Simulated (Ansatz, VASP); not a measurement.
V in VASP and in Ansatz

INCAR

```
SYSTEM = V
AGGAC    = 1.0          
AGGAX    = 1.0          
ALDAC    = 0.0          
ALDAX    = 1.0          
ALGO     = Normal         ! electronic algorithm
EDIFF    = 1E-6           ! SCF threshold, eV
ENCUT    = 520            ! plane-wave cutoff, eV
GGA      = B5             ! functional
ISIF     = 2              ! what is computed and relaxed
ISMEAR   = -1             ! smearing method
LASPH    = .TRUE.         ! aspherical terms in the spheres
LCHARG   = .TRUE.         ! write CHGCAR
LELF     = .TRUE.         ! ELF
LREAL    = .FALSE.        ! projectors in reciprocal space
LVHAR    = .TRUE.       
LWAVE    = .FALSE.        ! write WAVECAR
NBANDS   = 12             ! bands
NELM     = 100            ! most SCF steps
PREC     = Accurate       ! precision mode
SIGMA    = 0.1            ! smearing width, eV
```

The input KPOINTS:

```
k-points
0
G
  16 16 16
  0 0 0
```

The input POSCAR:

```
V
1.0
    0.0000000000      1.9777005912      1.9777005912
    1.9777005912      0.0000000000      1.9777005912
    1.9777005912      1.9777005912      0.0000000000
V
1
Direct
    0.0000000000      0.0000000000      0.0000000000
```

Input for Ansatz:

```yaml
crystal:
  lattice:
    - [0.0, 1.9777005912, 1.9777005912]
    - [1.9777005912, 0.0, 1.9777005912]
    - [1.9777005912, 1.9777005912, 0.0]
  atoms:
    - { symbol: V, position: [0.0, 0.0, 0.0] }
hamiltonian:
  xc: blyp
  pseudopotentials:
    kind: paw
    azcp:
      V: "pseudopotentials/V.paw.azcp"
basis:
  ecutwfc: 420
  fft_grid_basis: typed
kpoints:
  mp_grid: { grid: [16, 16, 16], shift: [0, 0, 0] }
magnetization:
  spin_polarized: false
scf:
  occupations: { method: fermi_dirac, width: 0.1 }
  lower_state_search: "off"
output:
  stress: true
  write_density: true
  write_potential: true
  elf: true
  volumetric_format: npy
```

Alike in both runs: task single point; functional BLYP; k mesh 16 × 16 × 16; occupations fermi-dirac, width 0.1 eV; no spin polarisation.

|  | VASP | Ansatz |
| --- | --- | --- |
| version | VASP 6.6.1 | Ansatz 0.2.0 |
| potentials or method | VASP PAW PBE potentials, release 64 (V_sv), cutoff 520 eV | plane waves (420 eV) with PAW, scalar-relativistic |
| valence electrons in the cell | 13 | 13 |

|  | VASP | Ansatz | Ansatz less VASP |
| --- | --- | --- | --- |
| pressure (GPa) | -10.5 | -10.7 | -0.19 |

VASP's potentials were made for PBE, not for BLYP.
